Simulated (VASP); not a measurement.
# Sb (P-1) in VASP: further runs, part 2 of 2

VASP 6.6.1. Earlier steps stand in the parts before.

**3. Single point, PBEsol (atom 1 (Sb) moved by (+0.300, -0.300) A along [1 1 0] and z)**

Input file INCAR:

```
SYSTEM = Sb
PREC = Accurate ; ENCUT = 520
EDIFF = 1E-6 ; ISMEAR = 0
SIGMA = 0.15 ; LREAL = .False.
LASPH = .True. ; NELM = 60
ALGO = Normal ; ISIF = 2
LWAVE = .False. ; LCHARG = .False.
GGA = PS ; NBANDS = 12
```

Input file KPOINTS:

```
regular mesh
0
Gamma
  12 12 12
  0 0 0
```

Input file POSCAR:

```
Sb
1.0
    2.1506003320      1.2416496806      3.7440000000
   -2.1506003320      1.2416496806      3.7440000000
    0.0000000000     -2.4832993611      3.7440000000
Sb
2
Direct
    0.2847243465      0.1860858263      0.1499816221
    0.7663600000      0.7663600000      0.7663600000
```

Potentials or basis: VASP PAW PBE potentials, release 64 (Sb).

Command:

```bash
> cat potpaw_PBE.64/Sb/POTCAR > POTCAR
> mpirun -np 1 vasp_std > vasp.out
```

OUTCAR:

```text
SYSTEM = Sb
   PREC = Accurate
   ENCUT = 520
   EDIFF = 1E-6
   ISMEAR = 0
   LREAL = .False.
   LASPH = .True.
   NELM = 60
   ISIF = 2
   GGA = PS

 ion  position               nearest neighbor table
   1  0.285  0.186  0.150-   2 2.50   2 2.84   2 2.96   2 3.41   2 3.51   2 3.76
   2  0.766  0.766  0.766-   1 2.50   1 2.84   1 2.96   1 3.41   1 3.51   1 3.76

  LATTYP: Found a trigonal (rhomboedric) cell.
 ALAT       =     4.4926953733
 COS(alpha) =     0.5417151843

  Lattice vectors:

 A1 = (   2.1506003320,   1.2416496806,   3.7440000000)
 A2 = (  -2.1506003320,   1.2416496806,   3.7440000000)
 A3 = (   0.0000000000,  -2.4832993611,   3.7440000000)

Analysis of symmetry for initial positions (statically):
=====================================================================
 Subroutine PRICEL returns:
 Original cell was already a primitive cell.

 Routine SETGRP: Setting up the symmetry group for a
 trigonal (rhombohedral) supercell.

 Subroutine GETGRP returns: Found  2 space group operations
 (whereof  1 operations were pure point group operations)
 out of a pool of 12 trial point group operations.

The static configuration has the point symmetry C_1 .
 The point group associated with its full space group is S_2 .

Analysis of symmetry for dynamics (positions and initial velocities):
=====================================================================
 Subroutine PRICEL returns:
 Original cell was already a primitive cell.

 Routine SETGRP: Setting up the symmetry group for a
 trigonal (rhombohedral) supercell.

 Subroutine GETGRP returns: Found  2 space group operations
 (whereof  1 operations were pure point group operations)
 out of a pool of 12 trial point group operations.

The dynamic configuration has the point symmetry C_1 .
 The point group associated with its full space group is S_2 .

 Subroutine INISYM returns: Found  2 space group operations
 (whereof  1 operations are pure point group operations),
[... 124 lines left out ...]
   IVDW    =     0    specifies the selected vdW correction
   LEPSILON=     F    determine dielectric tensor
   LRPA    =     F    only Hartree local field effects (RPA)
 non-spin polarized calculation
 Gauss-broadening in eV      SIGMA  =   0.15
  energy-cutoff  :      520.00
  volume of cell :       59.99
 maximum number of plane-waves:      1627
 NGX is ok and might be reduce to    36
   NGX = 17   NGY = 17   NGZ = 17

 number of electron      10.0000000 magnetization

 Free energy of the ion-electron system (eV)
  ---------------------------------------------------
  ext. energy  EPLUGINS =         0.00000000
  ---------------------------------------------------
  free energy    TOTEN  =        -8.39686287 eV

  energy without entropy =       -8.39344925  energy(sigma->0) =       -8.39515606

 E-fermi :   7.1611     XC(G=0):  -9.6287

 val. band max:        7.1596698892   @ k =   0.3333   0.0833   0.0833
 cond. band min:       7.1685280384   @ k =   0.2500  -0.3333   0.4167
 fundamental gap:      0.0088581492
 Fermi energy:         7.1610866097

 k-point     1 :       0.0000    0.0000    0.0000
  band No.  band energies     occupation
      1      -6.0377      2.00000
      2       2.7909      2.00000
      3       4.3807      2.00000
      4       5.6895      2.00000
      5       5.8691      2.00000
      6       7.9071      0.00000
      7       8.5269      0.00000
      8      10.7315      0.00000
      9      12.2597      0.00000
     10      13.3325      0.00000
     11      13.3507      0.00000
     12      13.6830      0.00000
[... 331 lines left out ...]
 k-point    24 :      -0.1667   -0.0000   -0.0833
  band No.  band energies     occupation
      1      -5.7718      2.00000
      2       1.5025      2.00000
      3       4.2501      2.00000
      4       5.3425      2.00000
      5       6.5449      2.00000
      6       8.1482      0.00000
      7       8.4195      0.00000
      8      10.6450      0.00000
      9      11.8193      0.00000
     10      12.4462      0.00000
     11      13.3831      0.00000
     12      14.8167      0.00000

 [... further k-points ...]

------------------------ aborting loop because EDIFF is reached ----------------------------------------

  FORCE on cell =-STRESS in cart. coord.  units (eV):
  Direction    XX          YY          ZZ          XY          YZ          ZX
  --------------------------------------------------------------------------------------
  -------------------------------------------------------------------------------------
  Total        5.7205340      1.9591613      2.2874651      2.2253821     -1.9198503     -2.6930132
  in kB      152.7922309     52.3280918     61.0969015     59.4387000    -51.2781163    -71.9288610
  external PRESSURE =      88.7390748 kB  Pullay stress =       0.0000000 kB

 VOLUME and BASIS-vectors are now :
 -----------------------------------------------------------------------------
  energy-cutoff  :      520.00
  volume of cell :       59.99
      direct lattice vectors                 reciprocal lattice vectors
     2.150600332  1.241649681  3.744000000     0.232493222  0.134230024  0.089031339
    -2.150600332  1.241649681  3.744000000    -0.232493222  0.134230024  0.089031339
     0.000000000 -2.483299361  3.744000000     0.000000000 -0.268460048  0.089031339

 POSITION                                       TOTAL-FORCE (eV/Angst)
 -----------------------------------------------------------------------------------
      0.21213      0.21213      2.32424        -2.269544     -1.628419      2.840066
      0.00000      0.00000      8.60776         2.269544      1.628419     -2.840066
 -----------------------------------------------------------------------------------
    total drift:                                0.000000      0.000001     -0.000000

  FREE ENERGIE OF THE ION-ELECTRON SYSTEM (eV)
  ---------------------------------------------------
  free  energy   TOTEN  =        -8.3968628655 eV

  energy  without entropy=       -8.3934492497  energy(sigma->0) =       -8.39515606
```

OSZICAR:

```text
N       E                     dE             d eps       ncg     rms          rms(c)
DAV:   1     0.358523558140E+02    0.35852E+02   -0.35650E+03 20832   0.654E+02
DAV:   2    -0.645508517970E+01   -0.42307E+02   -0.40931E+02 26440   0.110E+02
DAV:   3    -0.842911300043E+01   -0.19740E+01   -0.19611E+01 25872   0.263E+01
DAV:   4    -0.844635887428E+01   -0.17246E-01   -0.17243E-01 24180   0.296E+00
DAV:   5    -0.844657956748E+01   -0.22069E-03   -0.22069E-03 25964   0.363E-01    0.360E+00
DAV:   6    -0.841263037180E+01    0.33949E-01   -0.15094E-02 24104   0.569E-01    0.221E+00
DAV:   7    -0.839693994166E+01    0.15690E-01   -0.30090E-02 23992   0.811E-01    0.131E-01
DAV:   8    -0.839685266320E+01    0.87278E-04   -0.20185E-03 23780   0.259E-01    0.315E-02
DAV:   9    -0.839686146075E+01   -0.87975E-05   -0.66000E-05 26272   0.506E-02    0.163E-02
DAV:  10    -0.839686317042E+01   -0.17097E-05   -0.43447E-06 24196   0.124E-02    0.295E-03
DAV:  11    -0.839686286549E+01    0.30493E-06   -0.55484E-07 14528   0.417E-03
   1 F= -.83968629E+01 E0= -.83951561E+01  d E =-.341362E-02
```

stdout:

```text
POSCAR found type information on POSCAR Sb
 POSCAR found :  1 types and       2 ions
 scaLAPACK will be used
 -----------------------------------------------------------------------------
|                                                                             |
|                                                                             |
|     You enforced a specific xc type in the INCAR file but a different       |
|     I HOPE YOU KNOW WHAT YOU ARE DOING!                                     |
|                                                                             |
 -----------------------------------------------------------------------------

 LDA part: xc-table for (Slater+PW92), standard interpolation
 POSCAR, INCAR and KPOINTS ok, starting setup
 FFT: planning ... GRIDC
 FFT: planning ... GRID_SOFT
 FFT: planning ... GRID
 WAVECAR not read
 entering main loop
```

Wall time 7.1 min (1 thread of Intel Xeon Platinum 8259CL at 2.50GHz (Skylake/Cascade Lake), shared host); peak memory 0.62 GiB.

What came out:

```
Free energy            : -8.3969 eV
Pressure               : 8.9 GPa
Largest force          : 3.984 eV/Å
Band gap on the k mesh : zero (bands 5 and 6 overlap by 0.58 eV)
```

Forces in eV/Å, atoms in the order of the input:
```
Sb  -2.270 -1.628  2.840
Sb   2.270  1.628 -2.840
```

Levels at points of the mesh, in eV from the Fermi level:
```csv
k point,band 3,band 4,band 5,band 6,band 7,band 8
"(0.00, 0.00, 0.00)",-2.78,-1.47,-1.29,0.75,1.37,3.57
"(0.50, 0.00, 0.00)",-2.53,-2.38,-0.66,0.28,1.49,1.91
"(0.00, 0.50, 0.00)",-2.81,-2.15,-0.78,0.18,1.11,2.10
"(0.00, 0.00, 0.50)",-3.04,-2.02,-0.89,0.06,1.08,1.97
"(0.50, 0.50, 0.00)",-5.40,-4.06,-2.91,0.21,5.77,6.87
"(0.50, 0.00, 0.50)",-5.07,-3.83,-3.15,0.32,5.87,6.76
"(0.00, 0.50, 0.50)",-4.10,-3.81,-3.67,1.33,5.35,5.97
"(0.50, 0.50, 0.50)",-2.73,-1.30,-0.98,-0.40,1.61,1.89
```

Caveat: the cell differs from its parent crystal (atom 1 (Sb) moved by (+0.300, -0.300) A along [1 1 0] and z); the stress differs along the axes, from 5 to 15 GPa; the PAW data sets were made with another functional, which shifts forces and pressure a little; spin-orbit coupling is left out, which moves the levels of the heavy elements.

**4. Single point, PBEsol (atom 1 (Sb) moved by (+0.300, +0.000) A along [1 1 0] and z)**

Input file INCAR:

```
SYSTEM = Sb
ALGO = Normal
EDIFF = 1E-7
ENCUT = 520
GGA = PS
ISIF = 2
ISMEAR = 0
LASPH = .TRUE.
LCHARG = .TRUE.
LELF = .TRUE.
LREAL = .FALSE.
LVHAR = .TRUE.
LWAVE = .FALSE.
NBANDS = 12
NELM = 100
PREC = Accurate
SIGMA = 0.15
```

Input file KPOINTS:

```
k-points
0
G
  12 12 12
  0 0 0
```

POSCAR, as its differences from that of step 3:

```diff
@@ -8,3 +8,3 @@
 Direct
-    0.2847243465      0.1860858263      0.1499816221
+    0.3114337482      0.2127952280      0.1766910238
     0.7663600000      0.7663600000      0.7663600000
```

Command:

```bash
> cat potpaw_PBE.64/Sb/POTCAR > POTCAR
> mpirun -np 1 vasp_std > vasp.out
```

It took 8.4 min on 1 thread of Intel Xeon Platinum 8259CL at 2.50GHz (Skylake/Cascade Lake), shared host; peak memory 0.63 GiB.

The run converged. Its results:

* Free energy: -8.9478 eV
* Pressure: 2.5 GPa
* Largest force: 1.556 eV/Å
* Band gap on the k mesh: zero (bands 5 and 6 overlap by 0.65 eV)

Forces on the atoms (eV/Å):
```
Sb  -1.045 -0.729  0.893
Sb   1.045  0.729 -0.893
```

Stress tensor (GPa, compression positive):
```
 4.66  2.75 -4.14
 2.75  1.29 -2.92
-4.14 -2.92  1.57
```

Levels at points of the mesh, in eV from the Fermi level:
```
           k point  band 3  band 4  band 5  band 6  band 7  band 8
(0.00, 0.00, 0.00)   -2.33   -1.74   -1.28    1.83    1.98    3.54
(0.50, 0.00, 0.00)   -2.31   -1.62   -0.63    0.28    0.61    0.90
(0.00, 0.50, 0.00)   -2.06   -1.79   -0.62    0.03    0.37    1.24
(0.00, 0.00, 0.50)   -2.19   -1.55   -0.70   -0.49    0.66    1.07
(0.50, 0.50, 0.00)   -5.73   -3.67   -3.44    1.00    5.43    6.06
(0.50, 0.00, 0.50)   -5.55   -3.75   -3.37    1.04    5.59    5.86
(0.00, 0.50, 0.50)   -4.67   -3.91   -3.50    1.86    5.11    5.32
(0.50, 0.50, 0.50)   -1.96   -0.67   -0.46   -0.32    1.23    1.28
```

Caveat: the cell differs from its parent crystal (atom 1 (Sb) moved by (+0.300, +0.000) A along [1 1 0] and z); the PAW data sets were made with another functional, which shifts forces and pressure a little; spin-orbit coupling is left out, which moves the levels of the heavy elements.

**5. Overview**

```csv
cell,gap on the mesh (eV),pressure (GPa),largest force (eV/Å)
"as given, atomic positions A",none,-0.7,0.18
"as given, atomic positions B",none,8.9,3.98
"as given, atomic positions C",none,2.5,1.56
```

Alike in all rows: task single point; level PBEsol; potentials or basis VASP PAW PBE potentials, release 64 (Sb); no spin polarisation; k mesh 12 × 12 × 12; cutoff (eV) 520; smearing gaussian 0.15 eV.

Caveats: the PAW data sets were made with another functional, which shifts forces and pressure a little; spin-orbit coupling is left out, which moves the levels of the heavy elements; the stress differs along the axes, from 5 to 15 GPa (at least some runs).

Total energies depend on the potentials used, so only differences within one code and one set of settings carry meaning.

The gap in the log of VASP goes by the Fermi energy; the results here count the filled bands.